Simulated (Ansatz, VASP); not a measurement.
Two plane-wave programs on NiSb

```xyz
4
Lattice="4.0471 0.0000 0.0000 -2.0236 3.5049 0.0000 0.0000 0.0000 5.3064" Properties=species:S:1:pos:R:3 pbc="T T T"
Sb    0.0000    2.3366    1.3266
Sb    2.0236    1.1683    3.9798
Ni    0.0000    0.0000    0.0000
Ni    0.0000    0.0000    2.6532
```

Alike in both runs: task relaxation of cell and atoms; functional PBEsol; k mesh 6 × 6 × 4; occupations gaussian, width 0.1 eV; no spin polarisation.

```csv
,VASP,Ansatz
version,VASP 6.6.1,Ansatz 0.2.0
potentials or method,"VASP PAW PBE potentials, release 64 (Sb, Ni), cutoff 600 eV","scalar-relativistic, plane waves, PAW"
valence electrons in the cell,30,66
```

|  | VASP | Ansatz | Ansatz less VASP |
| --- | --- | --- | --- |
| gap on the k mesh at the Fermi level, each at its own relaxed structure (eV) | none | none | - |
| relaxed volume (Å³/atom) | 16.84 | 16.85 | +0.013 |
| relaxed cell length with the largest relative difference (Å) | 5.115 | 5.098 | -0.0162 |

VASP's potentials were made for PBE, not for PBEsol. A gap of «none» marks a metal or a gap that the smearing closes. VASP's potentials hold 30 valence electrons a cell and Ansatz's 66, so a difference there can come from the potentials and not from the codes.

Neither program's run includes spin-orbit coupling.
